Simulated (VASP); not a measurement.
## PtSe2: single point with LDA+U

PtSe2:

```xyz
3
Lattice="3.7240 0.0000 0.0000 -1.8620 3.2251 0.0000 0.0000 0.0000 5.0620" Properties=species:S:1:pos:R:3 pbc="T T T"
Pt    0.0000    0.0000    0.0000
Se    1.8620    1.0750    3.7965
Se    0.0000    2.1501    1.2655
```

```yaml
Program: VASP 6.6.1
Task: single point
Functional: LDA
Potentials_or_basis: VASP PAW LDA potentials, release 64 (Pt, Se)
Cutoff: 520 eV
k_mesh: 8 × 8 × 5
Occupations: fermi-dirac, width 0.05 eV
Spin: no spin polarisation
Hubbard_terms: Pt d U = 3.0 eV
Dipole_correction: no
k_mesh_for_the_DOS: 12 × 12 × 8
Occupations_for_the_DOS: tetrahedron
Further_INCAR_settings: ALGO = Normal; EDIFF = 1e-07; NBANDS = 18
```

```json
{
  "Valence electrons inside the program's atomic spheres": "Pt 9.64; Se 3.79"
}
```

Levels at points of the mesh, in eV from the Fermi level:
```csv
k point,band 8,band 9,band 10,band 11,band 12,band 13,band 14,band 15
"(0.00, 0.00, 0.00)",-3.01,-1.00,-1.00,0.43,1.37,1.37,3.60,4.11
"(0.50, 0.00, 0.00)",-4.07,-3.69,-3.47,-3.21,0.54,2.29,4.69,5.85
"(0.00, 0.00, 0.50)",-2.97,-1.88,-1.44,-1.44,2.23,2.23,4.85,6.22
"(0.50, 0.00, 0.50)",-4.11,-3.72,-2.76,-1.32,0.90,1.40,4.58,4.71
```

Eigenvalues of the final occupation matrices:
| site | spin | trace | eigenvalues |
| --- | --- | --- | --- |
| site 1 d | 1 | 4.17 | 0.71 0.71 0.91 0.92 0.92 |
| site 1 d | 2 | 4.17 | 0.71 0.71 0.91 0.92 0.92 |

It took 51 s on 1 thread of Intel(R) Xeon(R) 6975P-C (Granite Rapids) (shared host), peak memory 0.25 GiB.

Caveat: spin-orbit coupling is left out, which moves the levels of the heavy elements; U without spin polarisation on a metal has little footing.
